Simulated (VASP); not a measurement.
# WO (F-43m) in VASP: further runs, part 2 of 2

VASP 6.6.1. The steps go on from the part before.

## (3) Single point, PBE+U, collinear spin, ferromagnetic start

This run uses another cell than the first one, of 14.05 Å³/atom, 1.042 times its volume.

INCAR

```
  PREC = Accurate
  ENCUT = 520
  EDIFF = 1E-6
  ISMEAR = 0
  SIGMA = 0.02
  LREAL = False
  LASPH = True
  NELM = 150
  ALGO = Normal
  ISIF = 2
  LWAVE = False
  LCHARG = True
  ISPIN = 2
  MAGMOM = 1.13 0
  LORBIT = 11
  LMAXMIX = 4
  LDAU = True
  LDAUTYPE = 2
  LDAUL = 2 -1
  LDAUU = 6.2 0
  LDAUJ = 0 0
  LDAUPRINT = 1
  GGA = PE
  LELF = True
  LVHAR = True
  NBANDS = 21
```

KPOINTS

```
Automatic mesh
0
Gamma
  10 10 10
```

POSCAR

```
WO
1.0
    0.0000000000      2.4128820753      2.4128820753
    2.4128820753      0.0000000000      2.4128820753
    2.4128820753      2.4128820753      0.0000000000
W O
1 1
Direct
    0.0000000000      0.0000000000      0.0000000000
    0.2500000000      0.2500000000      0.2500000000
```

Potentials or basis: VASP PAW PBE potentials, release 64 (W_sv, O).

The run is started by

```sh
cat potpaw_PBE.64/W_sv/POTCAR potpaw_PBE.64/O/POTCAR > POTCAR
mpirun -np 1 vasp_std > vasp.out
```

OUTCAR:

```text
PREC = Accurate
   ENCUT = 520
   EDIFF = 1E-6
   ISMEAR = 0
   LREAL = False
   LASPH = True
   NELM = 150
   ISIF = 2
   ISPIN = 2
   LORBIT = 11
   GGA = PE

 ion  position               nearest neighbor table
   1  0.000  0.000  0.000-   2 2.09   2 2.09   2 2.09   2 2.09
   2  0.250  0.250  0.250-   1 2.09   1 2.09   1 2.09   1 2.09

  LATTYP: Found a face centered cubic cell.
 ALAT       =     4.8257641506

  Lattice vectors:

 A1 = (   0.0000000000,   2.4128820753,   2.4128820753)
 A2 = (   2.4128820753,   0.0000000000,   2.4128820753)
 A3 = (   2.4128820753,   2.4128820753,   0.0000000000)

Analysis of symmetry for initial positions (statically):
=====================================================================
 Subroutine PRICEL returns:
 Original cell was already a primitive cell.

 Routine SETGRP: Setting up the symmetry group for a
 face centered cubic supercell.

 Subroutine GETGRP returns: Found 24 space group operations
 (whereof 24 operations were pure point group operations)
 out of a pool of 48 trial point group operations.

[... 221 lines left out ...]
 spin component 1

 k-point     1 :       0.0000    0.0000    0.0000
  band No.  band energies     occupation
      1     -67.7965      1.00000
      2     -31.9888      1.00000
      3     -31.9888      1.00000
      4     -31.9887      1.00000
      5     -13.1516      1.00000
      6       0.6993      1.00000
[... 1145 lines left out ...]
     20      29.2435      0.00000
     21      31.4809      0.00000

 [... further k-points ...]
[... 5 lines left out ...]
  --------------------------------------------------------------------------------------
  -------------------------------------------------------------------------------------
  Total        1.0133185      1.0133185      1.0133185     -0.0000000      0.0000000      0.0000000
  in kB       57.7854208     57.7854208     57.7854208     -0.0000000      0.0000000      0.0000000
  external PRESSURE =      57.7854208 kB  Pullay stress =       0.0000000 kB

 VOLUME and BASIS-vectors are now :
 -----------------------------------------------------------------------------
  energy-cutoff  :      520.00
  volume of cell :       28.10
      direct lattice vectors                 reciprocal lattice vectors
     0.000000000  2.412882075  2.412882075    -0.207221068  0.207221068  0.207221068
     2.412882075  0.000000000  2.412882075     0.207221068 -0.207221068  0.207221068
     2.412882075  2.412882075  0.000000000     0.207221068  0.207221068 -0.207221068

 POSITION                                       TOTAL-FORCE (eV/Angst)
 -----------------------------------------------------------------------------------
      0.00000      0.00000      0.00000         0.000000      0.000000      0.000000
      1.20644      1.20644      1.20644        -0.000000     -0.000000     -0.000000
 -----------------------------------------------------------------------------------
    total drift:                                0.000000      0.000000      0.000000

  FREE ENERGIE OF THE ION-ELECTRON SYSTEM (eV)
  ---------------------------------------------------
  free  energy   TOTEN  =       -12.9700040901 eV

  energy  without entropy=      -12.9700040901  energy(sigma->0) =      -12.97000409

 total charge

# of ion       s       p       d       tot
------------------------------------------
    1        2.287   6.251   3.082  11.621
    2        1.569   3.532   0.000   5.102
--------------------------------------------------
tot          3.857   9.784   3.082  16.722

 magnetization (x)

# of ion       s       p       d       tot
------------------------------------------
    1        0.024   0.014   1.680   1.718
    2        0.000   0.036   0.000   0.036
--------------------------------------------------
tot          0.024   0.050   1.680   1.755
```

OSZICAR:

```text
N       E                     dE             d eps       ncg     rms          rms(c)
DAV:   1     0.166710673820E+03    0.16671E+03   -0.97842E+03  3948   0.100E+03
DAV:   2    -0.796165005455E+01   -0.17467E+03   -0.16739E+03  4289   0.317E+02
DAV:   3    -0.145987969297E+02   -0.66371E+01   -0.65895E+01  4663   0.591E+01
DAV:   4    -0.146390343937E+02   -0.40237E-01   -0.40235E-01  4253   0.501E+00
DAV:   5    -0.146393415073E+02   -0.30711E-03   -0.30711E-03  4648   0.420E-01    0.209E+01
DAV:   6    -0.118095253072E+02    0.28298E+01   -0.91360E+00  4243   0.265E+01    0.721E+00
DAV:   7    -0.122256731268E+02   -0.41615E+00   -0.14899E+00  4213   0.797E+00    0.597E+00
DAV:   8    -0.125956833477E+02   -0.37001E+00   -0.27961E+00  4223   0.749E+00    0.325E+00
DAV:   9    -0.129406288488E+02   -0.34495E+00   -0.25630E-01  4208   0.264E+00    0.144E+00
DAV:  10    -0.129612588501E+02   -0.20630E-01   -0.32433E-02  4293   0.972E-01    0.545E-01
DAV:  11    -0.129691817119E+02   -0.79229E-02   -0.29250E-03  4383   0.278E-01    0.170E-01
DAV:  12    -0.129696837546E+02   -0.50204E-03   -0.78318E-04  4463   0.147E-01    0.849E-02
DAV:  13    -0.129699076434E+02   -0.22389E-03   -0.25451E-04  4283   0.102E-01    0.583E-02
DAV:  14    -0.129699439113E+02   -0.36268E-04   -0.37440E-05  4238   0.423E-02    0.290E-02
DAV:  15    -0.129700037371E+02   -0.59826E-04   -0.65367E-05  4163   0.403E-02    0.349E-03
DAV:  16    -0.129700040901E+02   -0.35300E-06   -0.21436E-06  4348   0.916E-03
   1 F= -.12970004E+02 E0= -.12970004E+02  d E =-.110611E-76  mag=     1.9998
```

stdout:

```text
POSCAR found type information on POSCAR W O
 POSCAR found :  2 types and       2 ions
 scaLAPACK will be used
 LDA part: xc-table for (Slater+PW92), standard interpolation
 POSCAR, INCAR and KPOINTS ok, starting setup
 FFT: planning ... GRIDC
 FFT: planning ... GRID_SOFT
 FFT: planning ... GRID
 WAVECAR not read
 entering main loop
```

It took 45 s on 1 thread of AMD EPYC 9R45 (Zen 5), shared host; peak memory 0.17 GiB.

Results:

```yaml
Free_energy: -12.9700 eV
Pressure: 5.8 GPa
Band_gap_on_the_k_mesh: 0.62 eV, indirect (least direct gap 1.09 eV)
Net_moment: 2.00 μB per cell
Site_moments: W +1.72; O +0.04 μB
Valence_electrons_inside_the_program's_atomic_spheres: W 11.62; O 5.10
```

Levels at points of the mesh, in eV from the valence-band top:
Spin up:
```tsv
k point	band 7	band 8	band 9	band 10	band 11	band 12	band 13	band 14	band 15	band 16
(0.00, 0.00, 0.00)	-7.92	-7.92	-3.56	-3.52	-3.52	3.43	3.43	3.43	11.78	11.78
(0.50, 0.00, 0.00)	-7.79	-7.79	-2.77	-2.77	-0.79	2.15	2.43	2.43	6.08	13.32
(0.50, 0.50, 0.00)	-6.66	-6.66	-2.59	-2.57	-2.45	2.02	2.02	6.69	6.85	10.86
```
Spin down:
```tsv
k point	band 7	band 8	band 9	band 10	band 11	band 12
(0.00, 0.00, 0.00)	-7.55	-7.55	-2.95	2.54	2.54	4.24
(0.50, 0.00, 0.00)	-7.06	-7.06	-0.17	2.56	2.56	3.06
(0.50, 0.50, 0.00)	-6.44	-6.44	-1.96	1.33	3.12	3.12
```

Eigenvalues of the final occupation matrices:
| site | spin | trace | eigenvalues |
| --- | --- | --- | --- |
| site 1 d | 1 | 2.41 | 0.26 0.26 0.26 0.81 0.81 |
| site 1 d | 2 | 0.71 | 0.04 0.04 0.21 0.21 0.21 |

Caveat: spin-orbit coupling is left out, which moves the levels of the heavy elements. A k mesh can miss the band edges.

## (4) Single point, PBE+U, collinear spin, ferromagnetic start

This run uses another cell than the first one, of 14.05 Å³/atom, 1.042 times its volume.

INCAR

```
ALGO     = Normal         # electronic algorithm
EDIFF    = 1E-6           # SCF threshold, eV
ENCUT    = 520            # plane-wave cutoff, eV
GGA      = PE             # functional
ISIF     = 2              # what is computed and relaxed
ISMEAR   = 0              # smearing method
ISPIN    = 2              # spin polarisation
LASPH    = T              # aspherical terms in the spheres
LCHARG   = F              # write CHGCAR
LDAU     = T              # DFT+U
LDAUJ    = 0 0          
LDAUL    = 2 -1           # shell
LDAUPRINT= 1            
LDAUTYPE = 2            
LDAUU    = 6.2 0          # U, eV
LMAXMIX  = 4              # l up to which the mixer works
LORBIT   = 11             # projections on sites
LREAL    = F              # projectors in reciprocal space
LWAVE    = F              # write WAVECAR
MAGMOM   = 1 0            # initial moments
NBANDS   = 21             # bands
NELM     = 150            # most SCF steps
PREC     = Accurate       # precision mode
SIGMA    = 0.02           # smearing width, eV
```

KPOINTS

```
k-points
0
Gamma
  10 10 10
```

POSCAR is that of step 3.

The run is started by

```sh
cat potpaw_PBE.64/W_sv/POTCAR potpaw_PBE.64/O/POTCAR > POTCAR
mpirun -np 1 vasp_std > vasp.out
```

Run time: 45 s. Hardware: 1 thread of AMD EPYC 9R45 (Zen 5), shared host; peak memory 0.17 GiB.

The run converged. Its results:

```
Free energy                                           : -12.9700 eV
Pressure                                              : 5.8 GPa
Band gap on the k mesh                                : 0.62 eV, indirect (least direct gap 1.09 eV)
Net moment                                            : 2.00 μB per cell
Site moments                                          : W +1.72; O +0.04 μB
Valence electrons inside the program's atomic spheres : W 11.62; O 5.10
```

Levels at points of the mesh, in eV from the valence-band top:
Spin up:
```
           k point  band 8  band 9  band 10  band 11  band 12  band 13  band 14  band 15
(0.00, 0.00, 0.00)   -7.92   -3.56    -3.52    -3.52     3.43     3.43     3.43    11.78
(0.50, 0.00, 0.00)   -7.79   -2.77    -2.77    -0.79     2.15     2.43     2.43     6.08
(0.50, 0.50, 0.00)   -6.66   -2.59    -2.57    -2.45     2.02     2.02     6.69     6.85
```
Spin down:
```csv
k point,band 5,band 6,band 7,band 8,band 9,band 10,band 11,band 12,band 13,band 14
"(0.00, 0.00, 0.00)",-21.62,-7.55,-7.55,-7.55,-2.95,2.54,2.54,4.24,4.24,4.24
"(0.50, 0.00, 0.00)",-21.01,-8.01,-7.06,-7.06,-0.17,2.56,2.56,3.06,3.48,3.48
"(0.50, 0.50, 0.00)",-20.81,-8.51,-6.44,-6.44,-1.96,1.33,3.12,3.12,4.15,7.68
```

Eigenvalues of the final occupation matrices:
```
    site  spin  trace               eigenvalues
site 1 d     1   2.41  0.26 0.26 0.26 0.81 0.81
site 1 d     2   0.71  0.04 0.04 0.21 0.21 0.21
```

Caveat: spin-orbit coupling is left out, which moves the levels of the heavy elements. A k mesh can miss the band edges.

## (5) Single point, PBE+U, collinear spin, ferromagnetic start

This run uses another cell than the first one, of 14.05 Å³/atom, 1.042 times its volume.

INCAR

```
SYSTEM = WO
PREC = Accurate
ENCUT = 520
EDIFF = 1E-6
ISMEAR = 0
SIGMA = 0.02
LREAL = .False.
LASPH = .True.
NELM = 150
ALGO = Normal
ISIF = 2
LWAVE = .False.
LCHARG = .False.
ISPIN = 2
MAGMOM = 2.5 0
LORBIT = 11
LMAXMIX = 4
LDAU = .True.
LDAUTYPE = 2
LDAUL = 2 -1
LDAUU = 6.2 0
LDAUJ = 0 0
LDAUPRINT = 1
GGA = PE
NBANDS = 21
```

KPOINTS

```
regular mesh
0
Gamma
  10 10 10
  0 0 0
```

POSCAR is that of step 4.

The run is started by

```sh
cat potpaw_PBE.64/W_sv/POTCAR potpaw_PBE.64/O/POTCAR > POTCAR
mpirun -np 1 vasp_std > vasp.out
```

Run time: 42 s. Hardware: 1 thread of AMD EPYC 9R45 (Zen 5), shared host; peak memory 0.17 GiB.

Results (log left out):

```
Free energy                                           : -12.9700 eV
Pressure                                              : 5.8 GPa
Band gap on the k mesh                                : 0.62 eV, indirect (least direct gap 1.09 eV)
Net moment                                            : 2.00 μB per cell
Site moments                                          : W +1.72; O +0.04 μB
Valence electrons inside the program's atomic spheres : W 11.62; O 5.10
```

Levels at points of the mesh, in eV from the valence-band top:
Spin up:
```
           k point  band 7  band 8  band 9  band 10  band 11  band 12  band 13  band 14  band 15  band 16
(0.00, 0.00, 0.00)   -7.92   -7.92   -3.56    -3.52    -3.52     3.43     3.43     3.43    11.78    11.78
(0.50, 0.00, 0.00)   -7.79   -7.79   -2.77    -2.77    -0.79     2.15     2.43     2.43     6.08    13.32
(0.50, 0.50, 0.00)   -6.66   -6.66   -2.59    -2.57    -2.45     2.02     2.02     6.69     6.85    10.86
```
Spin down:
```
           k point  band 5  band 6  band 7  band 8  band 9  band 10  band 11  band 12  band 13  band 14
(0.00, 0.00, 0.00)  -21.62   -7.55   -7.55   -7.55   -2.95     2.54     2.54     4.24     4.24     4.24
(0.50, 0.00, 0.00)  -21.01   -8.01   -7.06   -7.06   -0.17     2.56     2.56     3.06     3.48     3.48
(0.50, 0.50, 0.00)  -20.81   -8.51   -6.44   -6.44   -1.96     1.33     3.12     3.12     4.15     7.68
```

Eigenvalues of the final occupation matrices:
| site | spin | trace | eigenvalues |
| --- | --- | --- | --- |
| site 1 d | 1 | 2.41 | 0.26 0.26 0.26 0.81 0.81 |
| site 1 d | 2 | 0.71 | 0.04 0.04 0.21 0.21 0.21 |

Caveat: spin-orbit coupling is left out, which moves the levels of the heavy elements. A k mesh can miss the band edges.
